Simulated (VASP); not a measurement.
# MgO (I4mm) in VASP: further runs

Runs on MgO. Level: PBEsol. Tasks: single point.

All numbers are computed with VASP 6.6.1; they aren't measurements. Logs are shortened: lines on timing, memory, paths and dates and some standing lists are left out, and cuts for length are marked.

**1. The cell of the first run**

Symmetry: I4mm, No. 107, tetragonal system. The conventional cell has a = 2.981 Å, b = 2.981 Å, c = 4.215 Å, α = 90.00°, β = 90.00°, γ = 90.00°. Within 2.4 Å of Mg (site symmetry 4mm) lie 6 O at 1.84 to 2.38 Å. O (site symmetry 4mm) has 6 Mg at 1.84 to 2.38 Å within 2.4 Å.

**2. Single point, PBEsol**

INCAR reads:

```
PREC = Accurate
ENCUT = 520
EDIFF = 1E-6
ISMEAR = 0
SIGMA = 0.05
LREAL = False
LASPH = True
NELM = 60
ALGO = Normal
ISIF = 2
LWAVE = False
LCHARG = False
GGA = PS
NBANDS = 11
```

KPOINTS reads:

```
regular mesh
0
Gamma
  10 10 10
```

POSCAR reads:

```
MgO
1.0
    0.0000000000      2.1075959641      2.1075959641
    2.1075959641      0.0000000000      2.1075959641
    2.1075959641      2.1075959641      0.0000000000
Mg O
1 1
Direct
    0.0252360405      0.0252360405     -0.0252360405
    0.4616624812      0.4616624812      0.5383375188
```

Potentials or basis: VASP PAW PBE potentials, release 64 (Mg, O).

On the command line:

```console
cat potpaw_PBE.64/Mg/POTCAR potpaw_PBE.64/O/POTCAR > POTCAR
mpirun -np 1 vasp_std > vasp.out
```

OUTCAR:

```text
PREC = Accurate
   ENCUT = 520
   EDIFF = 1E-6
   ISMEAR = 0
   LREAL = False
   LASPH = True
   NELM = 60
   ISIF = 2
   GGA = PS

 ion  position               nearest neighbor table
   1  0.025  0.025  0.975-   2 1.84   2 2.12   2 2.12   2 2.12   2 2.12   2 2.38
   2  0.462  0.462  0.538-   1 1.84   1 2.12   1 2.12   1 2.12   1 2.12   1 2.38

  LATTYP: Found a face centered cubic cell.
 ALAT       =     4.2151919282

  Lattice vectors:

 A1 = (   0.0000000000,   2.1075959641,   2.1075959641)
 A2 = (   2.1075959641,   0.0000000000,   2.1075959641)
 A3 = (   2.1075959641,   2.1075959641,   0.0000000000)

Analysis of symmetry for initial positions (statically):
=====================================================================
 Subroutine PRICEL returns:
 Original cell was already a primitive cell.

 Routine SETGRP: Setting up the symmetry group for a
 face centered cubic supercell.

 Subroutine GETGRP returns: Found  8 space group operations
 (whereof  8 operations were pure point group operations)
 out of a pool of 48 trial point group operations.

The static configuration has the point symmetry C_4v.

Analysis of symmetry for dynamics (positions and initial velocities):
=====================================================================
 Subroutine PRICEL returns:
 Original cell was already a primitive cell.

 Routine SETGRP: Setting up the symmetry group for a
 face centered cubic supercell.

 Subroutine GETGRP returns: Found  8 space group operations
 (whereof  8 operations were pure point group operations)
 out of a pool of 48 trial point group operations.

The dynamic configuration has the point symmetry C_4v.

 Subroutine INISYM returns: Found  8 space group operations
 (whereof  8 operations are pure point group operations),
 and found     1 'primitive' translations

----------------------------------------------------------------------------------------

                                     Primitive cell

  volume of cell :      18.7237

  direct lattice vectors                    reciprocal lattice vectors
     0.000000000  2.107595964  2.107595964    -0.237237122  0.237237122  0.237237122
     2.107595964  0.000000000  2.107595964     0.237237122 -0.237237122  0.237237122
     2.107595964  2.107595964  0.000000000     0.237237122  0.237237122 -0.237237122

  length of vectors
     2.980590796  2.980590796  2.980590796     0.410906748  0.410906748  0.410906748

  position of ions in fractional coordinates (direct lattice)
     0.025236040  0.025236040  0.974763960
     0.461662481  0.461662481  0.538337519

  ion indices of the primitive-cell ions
   primitive index   ion index
                 1           1
[... 85 lines left out ...]
   NUPDOWN=      -1.0000    fix difference up-down
   EMIN   =  10.00;   EMAX   =-10.00  energy-range for DOS
   EFERMI =   0.00;   METHOD = LEGACY
   ISMEAR =     0;   SIGMA  =   0.05  broadening in eV -4-tet -1-fermi 0-gaus
   EFERMI_NEDOS =   21; number of points for ismear=-14 and -15
   IALGO  =     38    algorithm
   IMIX   =      4    mixing-type and parameters
     AMIX     =   0.40;   BMIX     =  1.00
     AMIX_MAG =   1.60;   BMIX_MAG =  1.00
  volume/ion in A,a.u.               =       9.36        63.18
  Fermi-wavevector in a.u.,A,eV,Ry     =   1.233031  2.330091 20.685841  1.520366
  Thomas-Fermi vector in A             =   2.367778
   LORBIT       =      0    0 simple, 1 ext, 2 COOP (PROOUT), +10 PAW based schemes
   GGA     = PS    functional components
   LHFCALC =     F    Hartree Fock is set to
   AEXX    =    0.0000 exact exchange contribution
   IVDW    =     0    specifies the selected vdW correction
   LEPSILON=     F    determine dielectric tensor
   LRPA    =     F    only Hartree local field effects (RPA)
 non-spin polarized calculation
 Gauss-broadening in eV      SIGMA  =   0.05
  energy-cutoff  :      520.00
  volume of cell :       18.72
 maximum number of plane-waves:       531
 NGX is ok and might be reduce to    24
   NGX = 11   NGY = 11   NGZ = 11

 number of electron       8.0000002 magnetization

 Free energy of the ion-electron system (eV)
  ---------------------------------------------------
  ext. energy  EPLUGINS =         0.00000000
  ---------------------------------------------------
  free energy    TOTEN  =       -12.26714546 eV

  energy without entropy =      -12.26714546  energy(sigma->0) =      -12.26714546

 E-fermi :   3.2596     XC(G=0): -11.2722

 val. band max:        2.9800816840   @ k =   0.0000   0.0000   0.0000
 cond. band min:       7.5758207258   @ k =   0.0000   0.0000   0.0000
 fundamental gap:      4.5957390418
 Fermi energy:         3.2596107261

 k-point     1 :       0.0000    0.0000    0.0000
  band No.  band energies     occupation
      1     -14.1757      2.00000
      2       2.8987      2.00000
      3       2.9801      2.00000
      4       2.9801      2.00000
      5       7.5758      0.00000
      6      18.7918      0.00000
      7      18.9503      0.00000
      8      18.9503      0.00000
      9      22.3468      0.00000
     10      24.4347      0.00000
     11      24.6160      0.00000
[... 309 lines left out ...]
 k-point    24 :       0.0000   -0.1000    0.1000
  band No.  band energies     occupation
      1     -13.9029      2.00000
      2       1.5804      2.00000
      3       2.6493      2.00000
      4       2.8586      2.00000
      5       8.9826      0.00000
      6      16.3970      0.00000
      7      19.0816      0.00000
      8      19.5777      0.00000
      9      22.7117      0.00000
     10      23.8981      0.00000
     11      25.5364      0.00000

 [... further k-points ...]

------------------------ aborting loop because EDIFF is reached ----------------------------------------

  FORCE on cell =-STRESS in cart. coord.  units (eV):
  Direction    XX          YY          ZZ          XY          YZ          ZX
  --------------------------------------------------------------------------------------
  -------------------------------------------------------------------------------------
  Total       -0.2492860     -0.2492860      3.0083118      0.0000000     -0.0000000      0.0000000
  in kB      -21.3312523    -21.3312523    257.4194492      0.0000000     -0.0000000      0.0000000
  external PRESSURE =      71.5856482 kB  Pullay stress =       0.0000000 kB

 VOLUME and BASIS-vectors are now :
 -----------------------------------------------------------------------------
  energy-cutoff  :      520.00
  volume of cell :       18.72
      direct lattice vectors                 reciprocal lattice vectors
     0.000000000  2.107595964  2.107595964    -0.237237122  0.237237122  0.237237122
     2.107595964  0.000000000  2.107595964     0.237237122 -0.237237122  0.237237122
     2.107595964  2.107595964  0.000000000     0.237237122  0.237237122 -0.237237122

 POSITION                                       TOTAL-FORCE (eV/Angst)
 -----------------------------------------------------------------------------------
      2.10760      2.10760      0.10637         0.000000      0.000000     -2.242927
      2.10760      2.10760      1.94600         0.000000      0.000000      2.242927
 -----------------------------------------------------------------------------------
    total drift:                                0.000001      0.000001     -0.000335

  FREE ENERGIE OF THE ION-ELECTRON SYSTEM (eV)
  ---------------------------------------------------
  free  energy   TOTEN  =       -12.2671454607 eV

  energy  without entropy=      -12.2671454607  energy(sigma->0) =      -12.26714546
```

It took 12 s on 1 thread of AMD EPYC 9R45 (Zen 5), shared host; peak memory 0.12 GiB.

What came out:

- Free energy: -12.2671 eV
- Pressure: 7.2 GPa
- Largest force: 2.243 eV/Å
- Band gap on the k mesh: 4.60 eV, direct

Forces in eV/Å, atoms in the order of the input:
```
Mg   0.000  0.000 -2.243
O    0.000  0.000  2.243
```

Stress tensor (GPa, compression positive):
```
-2.13  0.00  0.00
 0.00 -2.13  0.00
 0.00  0.00 25.74
```

Caveat: the PAW data sets were made with another functional, which shifts forces and pressure a little.

**3. Single point, PBEsol**

INCAR reads:

```
SYSTEM = MgO
  PREC = Accurate
  ENCUT = 520
  EDIFF = 1E-7
  ISMEAR = 0
  SIGMA = 0.05
  LREAL = .False.
  LASPH = .True.
  NELM = 80
  ALGO = Normal
  ISIF = 2
  LWAVE = .False.
  LCHARG = .False.
  GGA = PS
  NBANDS = 11
```

KPOINTS reads:

```
Automatic mesh
0
Gamma
  10 10 10
  0 0 0
```

POSCAR reads:

```
MgO
1.0
    0.0000000000      2.1075959641      2.1075959641
    2.1075959641      0.0000000000      2.1075959641
    2.1075959641      2.1075959641      0.0000000000
Mg O
1 1
Direct
    0.0126180202      0.0126180202     -0.0126180202
    0.4808312406      0.4808312406      0.5191687594
```

Potentials or basis: VASP PAW PBE potentials, release 64 (Mg, O).

On the command line:

```console
cat potpaw_PBE.64/Mg/POTCAR potpaw_PBE.64/O/POTCAR > POTCAR
mpirun -np 1 vasp_std > vasp.out
```

It took 13 s on 1 thread of AMD EPYC 9R45 (Zen 5), shared host; peak memory 0.12 GiB.

It converged, with:

```yaml
Free_energy: -12.4611 eV
Pressure: 1.2 GPa
Largest_force: 0.814 eV/Å
Band_gap_on_the_k_mesh: 4.61 eV, direct
```

Forces on the atoms (eV/Å):
```
Mg   0.000  0.000 -0.814
O    0.000  0.000  0.814
```

Stress tensor (GPa, compression positive):
```
-1.03  0.00  0.00
 0.00 -1.03  0.00
 0.00  0.00  5.52
```

Levels at points of the mesh, in eV from the valence-band top:
```csv
k point,band 2,band 3,band 4,band 5,band 6,band 7
"(0.00, 0.00, 0.00)",-0.02,0.00,0.00,4.61,15.67,15.71
"(0.50, 0.00, 0.00)",-4.65,-0.65,-0.64,7.75,12.41,16.15
"(0.50, 0.50, 0.00)",-4.10,-1.35,-1.35,8.94,9.73,12.99
"(0.00, 0.50, 0.50)",-4.12,-1.37,-1.35,8.99,9.77,12.97
```

Caveat: the PAW data sets were made with another functional, which shifts forces and pressure a little.

**4. Single point, PBEsol**

This run uses another cell than the first one, of 9.84 Å³/atom, 1.051 times its volume.

INCAR reads:

```
SYSTEM = MgO
PREC = Accurate
ENCUT = 520
EDIFF = 1E-6
ISMEAR = 0
SIGMA = 0.05
LREAL = .False.
LASPH = .True.
NELM = 80
ALGO = Normal
ISIF = 2
LWAVE = .False.
LCHARG = .False.
GGA = PS
NBANDS = 11
```

KPOINTS reads:

```
regular mesh
0
Gamma
  10 10 10
  0 0 0
```

POSCAR reads:

```
MgO
1.0
    0.0000000000      2.1427928167      2.1427928167
    2.1427928167      0.0000000000      2.1427928167
    2.1427928167      2.1427928167      0.0000000000
Mg O
1 1
Direct
    0.0189270304      0.0189270304     -0.0189270304
    0.4712468609      0.4712468609      0.5287531391
```

On the command line:

```console
cat potpaw_PBE.64/Mg/POTCAR potpaw_PBE.64/O/POTCAR > POTCAR
mpirun -np 1 vasp_std > vasp.out
```

It took 11 s on 1 thread of AMD EPYC 9R45 (Zen 5), shared host; peak memory 0.12 GiB.

The run converged. Its results:

| Property | Result |
| --- | --- |
| Free energy | -12.3863 eV |
| Pressure | -3.9 GPa |
| Largest force | 1.143 eV/Å |
| Band gap on the k mesh | 4.15 eV, direct |

Forces in eV/Å, atoms in the order of the input:
```
Mg   0.000  0.000 -1.143
O    0.000  0.000  1.143
```

Stress tensor (GPa, compression positive):
```
-8.16  0.00  0.00
 0.00 -8.16  0.00
 0.00  0.00  4.50
```

Levels at points of the mesh, in eV from the valence-band top:
| k point | band 1 | band 2 | band 3 | band 4 | band 5 | band 6 | band 7 | band 8 |
| --- | --- | --- | --- | --- | --- | --- | --- | --- |
| (0.00, 0.00, 0.00) | -16.93 | -0.05 | 0.00 | 0.00 | 4.15 | 15.45 | 15.53 | 15.53 |
| (0.50, 0.00, 0.00) | -15.76 | -4.42 | -0.60 | -0.58 | 7.46 | 11.79 | 15.65 | 15.79 |
| (0.50, 0.50, 0.00) | -15.52 | -3.86 | -1.27 | -1.27 | 8.90 | 9.11 | 12.50 | 18.14 |
| (0.00, 0.50, 0.50) | -15.51 | -3.90 | -1.30 | -1.28 | 9.00 | 9.17 | 12.48 | 18.03 |

Caveat: the PAW data sets were made with another functional, which shifts forces and pressure a little. PBEsol gaps usually lie below the measured ones, often by a third to a half.

**5. Single point, PBEsol**

This run uses another cell than the first one, of 9.84 Å³/atom, 1.051 times its volume.

INCAR reads:

```
PREC     = Accurate       # precision mode
ENCUT    = 520            # plane-wave cutoff, eV
EDIFF    = 1E-6           # SCF threshold, eV
ISMEAR   = 0              # smearing method
SIGMA    = 0.05           # smearing width, eV
LREAL    = F              # projectors in reciprocal space
LASPH    = T              # aspherical terms in the spheres
NELM     = 60             # most SCF steps
ALGO     = Normal         # electronic algorithm
ISIF     = 2              # what is computed and relaxed
LWAVE    = F              # write WAVECAR
LCHARG   = F              # write CHGCAR
GGA      = PS             # functional
NBANDS   = 11             # bands
```

KPOINTS reads:

```
regular mesh
0
Gamma
  10 10 10
```

POSCAR reads:

```
MgO
1.0
    0.0000000000      2.1427928167      2.1427928167
    2.1427928167      0.0000000000      2.1427928167
    2.1427928167      2.1427928167      0.0000000000
Mg O
1 1
Direct
    0.0315450506      0.0315450506     -0.0315450506
    0.4520781014      0.4520781014      0.5479218986
```

On the command line:

```console
cat potpaw_PBE.64/Mg/POTCAR potpaw_PBE.64/O/POTCAR > POTCAR
mpirun -np 1 vasp_std > vasp.out
```

Run time: 13 s. Hardware: 1 thread of AMD EPYC 9R45 (Zen 5), shared host; peak memory 0.12 GiB.

It converged, with:

```yaml
Free_energy: -12.1266 eV
Pressure: 3.6 GPa
Largest_force: 2.884 eV/Å
Band_gap_on_the_k_mesh: 4.14 eV, direct
```

Forces in eV/Å, atoms in the order of the input:
```
Mg   0.000  0.000 -2.884
O    0.000  0.000  2.884
```

Stress tensor (GPa, compression positive):
```
-9.25  0.00  0.00
 0.00 -9.25  0.00
 0.00  0.00 29.23
```

Levels at points of the mesh, in eV from the valence-band top:
```
           k point  band 1  band 2  band 3  band 4  band 5  band 6  band 7  band 8  band 9
(0.00, 0.00, 0.00)  -16.90   -0.12    0.00    0.00    4.14   15.63   15.85   15.85   18.92
(0.50, 0.00, 0.00)  -15.75   -4.36   -0.57   -0.52    7.53   11.60   15.66   15.97   19.76
(0.50, 0.50, 0.00)  -15.51   -3.72   -1.22   -1.22    8.80    8.97   12.54   18.24   18.24
(0.00, 0.50, 0.50)  -15.49   -3.84   -1.32   -1.24    8.95    9.25   12.56   17.99   18.73
```

Caveat: the PAW data sets were made with another functional, which shifts forces and pressure a little.

(Part 1 of 2 ends here.)
